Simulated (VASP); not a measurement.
A run of VASP 6.6.1:

INCAR

```
PREC = Accurate
ENCUT = 600
EDIFF = 1E-6
ISMEAR = -1
SIGMA = 0.05
LREAL = False
LASPH = True
NELM = 100
ALGO = Normal
ISIF = 3
LWAVE = False
LCHARG = False
GGA = PS
IBRION = 2
NSW = 60
EDIFFG = -0.01
PSTRESS = 200.0
```

KPOINTS

```
Automatic mesh
0
Gamma
  11 11 6
```

File POSCAR:

```
Al
1.0
    2.8124553515      0.0000000000      0.0000000000
   -1.4062276757      2.4356577814      0.0000000000
    0.0000000000      0.0000000000      4.8668500000
Al
2
Direct
    0.3333333333      0.6666666667      0.2500000000
    0.6666666667      0.3333333333      0.7500000000
```

Potentials or basis: VASP PAW PBE potentials, release 64 (Al).

The run is started by

```console
$ cat potpaw_PBE.64/Al/POTCAR > POTCAR
$ mpirun -np 1 vasp_std > vasp.out
```

Hardware: 1 thread of Intel(R) Xeon(R) Platinum 8375C CPU @ 2.90GHz (Ice Lake), with other jobs on the host.

Task: How long does it take, and how much memory?

Result: Wall time 80 s on 1 thread of Intel(R) Xeon(R) Platinum 8375C CPU @ 2.90GHz (Ice Lake), with other jobs on the host, peak memory 0.16 GiB. Counts: scf iterations 55, k points 64, ion steps 11.
